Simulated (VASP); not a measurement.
## Sb2Pt: relaxation of cell and atoms with PBE

Crystal: Sb2Pt.

```
Sb Pt
1.0
     0.00000    3.20967    3.20967
     3.20967    0.00000    3.20967
     3.20967    3.20967    0.00000
Sb Pt
2 1
Cartesian
  1.6048 1.6048 1.6048
  4.8145 4.8145 4.8145
  0.0000 0.0000 0.0000
```

| Item | Value |
| --- | --- |
| Program | VASP 6.6.1 |
| Task | relaxation of cell and atoms |
| Functional | PBE |
| Potentials or basis | VASP PAW PBE potentials, release 64 (Sb, Pt) |
| Cutoff | 600 eV |
| k mesh | 6 × 6 × 6 |
| Occupations | gaussian, width 0.1 eV |
| Spin | no spin polarisation |
| Dipole correction | no |
| Further INCAR settings | ALGO = Normal; EDIFF = 1e-07; IBRION = 2; EDIFFG = -0.04; NSW = 90; ISIF = 3 |

```
Relaxed volume                        : 24.42 Å³/atom
Relaxed cell                          : a = 4.697 Å, b = 4.697 Å, c = 4.697 Å, α = 60.00°, β = 60.00°, γ = 60.00°
Space group after relaxing (to 0.1 Å) : Fm-3m (No. 225)
Energy gained by relaxing             : 83.5 meV/atom
Ionic steps                           : 4
Pressure after relaxing               : 0.0 GPa
Band gap on the k mesh                : zero (bands 10 and 11 overlap by 1.95 eV)
```

Step by step:
```
step  energy change (eV)  largest force (eV/Å)  pressure (GPa)  volume (Å³)
   1              0.0000                0.0000           12.58        66.13
   2              0.1279                0.0000           -9.73        84.12
   3             -0.2504                0.0000           -0.27        73.43
   4             -0.2506                0.0000           -0.04        73.25
```

Final structure:
```
Sb Pt
1.0
     0.00000    3.32099    3.32099
     3.32099    0.00000    3.32099
     3.32099    3.32099    0.00000
Sb Pt
2 1
Direct
  0.25000 0.25000 0.25000
  0.75000 0.75000 0.75000
  0.00000 0.00000 0.00000
```

Levels at points of the mesh, in eV from the Fermi level:
| k point | band 8 | band 9 | band 10 | band 11 | band 12 | band 13 |
| --- | --- | --- | --- | --- | --- | --- |
| (0.00, 0.00, 0.00) | 1.10 | 1.10 | 1.10 | 1.18 | 1.18 | 1.18 |
| (0.50, 0.00, 0.00) | -1.84 | -1.84 | -1.06 | -0.85 | 1.43 | 1.43 |
| (0.50, 0.50, 0.00) | -3.39 | -3.19 | -1.63 | 1.56 | 4.41 | 4.41 |

Run time: 36 s on 1 thread of Intel(R) Xeon(R) 6975P-C (Granite Rapids), on a shared host, peak memory 0.22 GiB.

Caveat: spin-orbit coupling is left out, which moves the levels of the heavy elements.
